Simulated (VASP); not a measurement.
# SnTe (F-43m) in VASP: settings compared, part 2 of 2

VASP 6.6.1. The steps go on from the part before.

**5. Single point, HSE06**

This run uses another cell than the first one, of 48.97 Å³/atom, 1.040 times its volume.

The input, POSCAR:

```
SnTe
1.0
    0.0000000000      3.6586665285      3.6586665285
    3.6586665285      0.0000000000      3.6586665285
    3.6586665285      3.6586665285      0.0000000000
Te Sn
1 1
Direct
    0.2500000000      0.2500000000      0.2500000000
    0.0000000000      0.0000000000      0.0000000000
```

The input, INCAR.step1:

```
SYSTEM = SnTe
PREC     = Accurate       ! precision mode
ENCUT    = 520            ! plane-wave cutoff, eV
EDIFF    = 1E-5           ! SCF threshold, eV
ISMEAR   = -1             ! smearing method
SIGMA    = 0.05           ! smearing width, eV
LREAL    = .FALSE.        ! projectors in reciprocal space
LASPH    = .TRUE.         ! aspherical terms in the spheres
NELM     = 60             ! most SCF steps
ALGO     = Normal         ! electronic algorithm
ISIF     = 2              ! what is computed and relaxed
LWAVE    = .TRUE.         ! write WAVECAR
GGA      = PE             ! functional
NBANDS   = 17             ! bands
```

The input, INCAR.step2:

```
SYSTEM = SnTe
PREC     = Accurate       ! precision mode
ENCUT    = 520            ! plane-wave cutoff, eV
EDIFF    = 1E-6           ! SCF threshold, eV
ISMEAR   = -1             ! smearing method
SIGMA    = 0.05           ! smearing width, eV
LREAL    = .FALSE.        ! projectors in reciprocal space
LASPH    = .TRUE.         ! aspherical terms in the spheres
NELM     = 60             ! most SCF steps
ALGO     = Normal         ! electronic algorithm
ISIF     = 2              ! what is computed and relaxed
LWAVE    = .FALSE.        ! write WAVECAR
LCHARG   = .TRUE.         ! write CHGCAR
GGA      = PE             ! functional
LHFCALC  = .TRUE.         ! exact exchange
HFSCREEN = 0.2079         ! screening, 1/A
PRECFOCK = Normal       
LELF     = .TRUE.         ! ELF
LVHAR    = .TRUE.       
ISTART   = 1            
NBANDS   = 17             ! bands
```

The input, KPOINTS:

```
regular mesh
0
G
  4 4 4
  0 0 0
```

Potentials or basis: VASP PAW PBE potentials, release 64 (Te, Sn_d).

On the command line:

```
cat potpaw_PBE.64/Te/POTCAR potpaw_PBE.64/Sn_d/POTCAR > POTCAR
cp INCAR.step1 INCAR
mpirun -np 1 vasp_std > vasp.out
cp INCAR.step2 INCAR
mpirun -np 1 vasp_std > vasp.out
```

OUTCAR:

```text
SYSTEM = SnTe
   PREC = Accurate
   ENCUT = 520
   EDIFF = 1E-6
   ISMEAR = -1
   LREAL = .FALSE.
   LASPH = .TRUE.
   NELM = 60
   ISIF = 2
   GGA = PE
   LHFCALC = .TRUE.
   HFSCREEN = 0.2079
   PRECFOCK = Normal
   ISTART = 1

 ion  position               nearest neighbor table
   1  0.250  0.250  0.250-   2 3.17   2 3.17   2 3.17   2 3.17
   2  0.000  0.000  0.000-   1 3.17   1 3.17   1 3.17   1 3.17

  LATTYP: Found a face centered cubic cell.
 ALAT       =     7.3173330570

  Lattice vectors:
[... 336 lines left out ...]

------------------------ aborting loop because EDIFF is reached ----------------------------------------

  FORCE on cell =-STRESS in cart. coord.  units (eV):
  Direction    XX          YY          ZZ          XY          YZ          ZX
  --------------------------------------------------------------------------------------
  -------------------------------------------------------------------------------------
  Total       -0.9642312     -0.9642312     -0.9642312     -0.0000000      0.0000000     -0.0000000
  in kB      -15.7722361    -15.7722361    -15.7722361     -0.0000000      0.0000000     -0.0000000
  external PRESSURE =     -15.7722361 kB  Pullay stress =       0.0000000 kB

 VOLUME and BASIS-vectors are now :
 -----------------------------------------------------------------------------
  energy-cutoff  :      520.00
  volume of cell :       97.95
      direct lattice vectors                 reciprocal lattice vectors
     0.000000000  3.658666528  3.658666528    -0.136661813  0.136661813  0.136661813
     3.658666528  0.000000000  3.658666528     0.136661813 -0.136661813  0.136661813
     3.658666528  3.658666528  0.000000000     0.136661813  0.136661813 -0.136661813

 POSITION                                       TOTAL-FORCE (eV/Angst)
 -----------------------------------------------------------------------------------
      1.82933      1.82933      1.82933        -0.000000     -0.000000     -0.000000
      0.00000      0.00000      0.00000         0.000000      0.000000      0.000000
 -----------------------------------------------------------------------------------
    total drift:                               -0.000012     -0.000029     -0.000025

  FREE ENERGIE OF THE ION-ELECTRON SYSTEM (eV)
  ---------------------------------------------------
  free  energy   TOTEN  =        -8.4143272473 eV

  energy  without entropy=       -8.4137504686  energy(sigma->0) =       -8.41403886
```

OUTCAR.step1:

```text
SYSTEM = SnTe
   PREC = Accurate
   ENCUT = 520
   EDIFF = 1E-5
   ISMEAR = -1
   LREAL = .FALSE.
[... 363 lines left out ...]
      1.82933      1.82933      1.82933         0.000000      0.000000      0.000000
      0.00000      0.00000      0.00000        -0.000000     -0.000000     -0.000000
 -----------------------------------------------------------------------------------
    total drift:                               -0.000000     -0.000000     -0.000000

  FREE ENERGIE OF THE ION-ELECTRON SYSTEM (eV)
  ---------------------------------------------------
  free  energy   TOTEN  =        -7.0621752326 eV

  energy  without entropy=       -7.0573291037  energy(sigma->0) =       -7.05975217
```

OSZICAR.step1:

```text
N       E                     dE             d eps       ncg     rms          rms(c)
DAV:   1     0.120673442708E+03    0.12067E+03   -0.88735E+03   272   0.113E+03
DAV:   2     0.495977236402E+01   -0.11571E+03   -0.11340E+03   280   0.285E+02
DAV:   3    -0.682283282768E+01   -0.11783E+02   -0.11722E+02   303   0.901E+01
DAV:   4    -0.720812310114E+01   -0.38529E+00   -0.38508E+00   325   0.173E+01
DAV:   5    -0.722556229765E+01   -0.17439E-01   -0.17439E-01   388   0.343E+00    0.391E+00
DAV:   6    -0.705960003614E+01    0.16596E+00   -0.45690E-01   355   0.303E+00    0.260E+00
DAV:   7    -0.705950295041E+01    0.97086E-04   -0.79104E-02   280   0.108E+00    0.111E+00
DAV:   8    -0.706135291483E+01   -0.18500E-02   -0.10768E-02   303   0.711E-01    0.230E-01
DAV:   9    -0.706181006996E+01   -0.45716E-03   -0.38433E-03   278   0.337E-01    0.673E-02
DAV:  10    -0.706204350420E+01   -0.23343E-03   -0.88210E-04   302   0.141E-01    0.448E-02
DAV:  11    -0.706217361006E+01   -0.13011E-03   -0.25778E-04   276   0.749E-02    0.264E-02
DAV:  12    -0.706217523259E+01   -0.16225E-05   -0.23414E-05   276   0.244E-02
   1 F= -.70621752E+01 E0= -.70597522E+01  d E =-.484613E-02
```

Wall time 14 min (1 thread of AMD EPYC 7R43 (Zen 3), shared host); peak memory 0.32 GiB.

Results:

```yaml
Free_energy: -8.4143 eV
Pressure: -1.6 GPa
Band_gap_on_the_k_mesh: 0.49 eV, indirect (least direct gap 1.19 eV)
```

Levels at points of the mesh, in eV from the valence-band top:
| k point | band 6 | band 7 | band 8 | band 9 | band 10 | band 11 | band 12 | band 13 | band 14 | band 15 |
| --- | --- | --- | --- | --- | --- | --- | --- | --- | --- | --- |
| (0.00, 0.00, 0.00) | -12.51 | -5.70 | -2.12 | -2.12 | -2.12 | 1.43 | 1.43 | 1.43 | 4.55 | 7.05 |
| (0.50, 0.00, 0.00) | -11.95 | -7.62 | -2.67 | -2.67 | -2.13 | 2.26 | 2.26 | 3.81 | 6.15 | 6.86 |
| (0.50, 0.50, 0.00) | -11.72 | -8.01 | -3.35 | -3.35 | -0.70 | 0.49 | 4.40 | 4.40 | 5.91 | 6.85 |

Caveat: the PAW data sets were made with another functional, which shifts forces and pressure a little; spin-orbit coupling is left out, which moves the levels of the heavy elements. A k mesh can miss the band edges.

**6. Single point, HSE06**

This run uses another cell than the first one, of 49.92 Å³/atom, 1.060 times its volume.

The input, POSCAR:

```
SnTe
1.0
    0.0000000000      3.6819707652      3.6819707652
    3.6819707652      0.0000000000      3.6819707652
    3.6819707652      3.6819707652      0.0000000000
Te Sn
1 1
Direct
    0.2500000000      0.2500000000      0.2500000000
    0.0000000000      0.0000000000      0.0000000000
```

The input, INCAR.step1:

```
SYSTEM = SnTe
  PREC = Accurate
  ENCUT = 520
  EDIFF = 1E-5
  ISMEAR = -1
  SIGMA = 0.05
  LREAL = .False.
  LASPH = .True.
  NELM = 100
  ALGO = Normal
  ISIF = 2
  LWAVE = .True.
  LCHARG = .False.
  GGA = PE
  NBANDS = 17
```

The input, INCAR.step2:

```
SYSTEM = SnTe
  PREC = Accurate
  ENCUT = 520
  EDIFF = 1E-7
  ISMEAR = -1
  SIGMA = 0.05
  LREAL = .False.
  LASPH = .True.
  NELM = 100
  ALGO = Normal
  ISIF = 2
  LWAVE = .False.
  LCHARG = .False.
  GGA = PE
  LHFCALC = .True.
  HFSCREEN = 0.2079
  PRECFOCK = Normal
  ISTART = 1
  NBANDS = 17
```

The input, KPOINTS:

```
regular mesh
0
Gamma
  4 4 4
  0 0 0
```

Potentials or basis: VASP PAW PBE potentials, release 64 (Te, Sn_d).

On the command line:

```
cat potpaw_PBE.64/Te/POTCAR potpaw_PBE.64/Sn_d/POTCAR > POTCAR
cp INCAR.step1 INCAR
mpirun -np 1 vasp_std > vasp.out
cp INCAR.step2 INCAR
mpirun -np 1 vasp_std > vasp.out
```

It took 27 min on 1 thread of AMD EPYC 7R43 (Zen 3), shared host; peak memory 0.32 GiB.

It converged, with:

```yaml
Free_energy: -8.3937 eV
Pressure: -2.0 GPa
Band_gap_on_the_k_mesh: 0.55 eV, indirect (least direct gap 1.22 eV)
```

Levels at points of the mesh, in eV from the valence-band top:
```
           k point  band 6  band 7  band 8  band 9  band 10  band 11  band 12  band 13  band 14  band 15
(0.00, 0.00, 0.00)  -12.39   -5.73   -2.05   -2.05    -2.05     1.47     1.47     1.47     4.57     7.07
(0.50, 0.00, 0.00)  -11.84   -7.55   -2.58   -2.58    -2.08     2.29     2.29     3.76     6.18     6.86
(0.50, 0.50, 0.00)  -11.62   -7.93   -3.24   -3.24    -0.67     0.55     4.35     4.35     5.91     6.81
```

Caveat: the PAW data sets were made with another functional, which shifts forces and pressure a little; spin-orbit coupling is left out, which moves the levels of the heavy elements. A k mesh can miss the band edges.

**7. Summary**

```tsv
task	level	spin	cell	k mesh	cutoff (eV)	grid for exact exchange (PRECFOCK)	screening parameter	gap on the mesh (eV)	pressure (GPa)
relaxation of cell and atoms	PBEsol	off	relaxed to 10 GPa from a = 5.107 Å, angles 60.0°, 2 atoms	7 × 7 × 7	600	-	-	none	10.0
single point	r2SCAN	non-collinear, zero start, SOC	a = 5.107 Å, angles 60.0°, 2 atoms	7 × 7 × 7	520	-	-	-	-0.6
single point	HSE06	off	a = 5.141 Å, angles 60.0°, 2 atoms	4 × 4 × 4	520	Normal	0.2079 1/Å	0.43	-1.2
single point	HSE06	off	a = 5.174 Å, angles 60.0°, 2 atoms	4 × 4 × 4	520	Normal	0.2079 1/Å	0.49	-1.6
single point	HSE06	off	a = 5.207 Å, angles 60.0°, 2 atoms	4 × 4 × 4	520	Normal	0.2079 1/Å	0.55	-2.0
```

Alike in all rows: potentials or basis VASP PAW PBE potentials, release 64 (Te, Sn_d); smearing fermi-dirac 0.05 eV.

Caveats: the PAW data sets were made with another functional, which shifts forces and pressure a little; spin-orbit coupling is left out, which moves the levels of the heavy elements (some runs); the cell is relaxed towards a set pressure, so the enthalpy falls and the energy may rise (some runs); the volume moved by over 15 % at a fixed basis, so the end points are rough (some runs).

Total energies depend on the potentials used, so only differences within one code and one set of settings carry meaning.
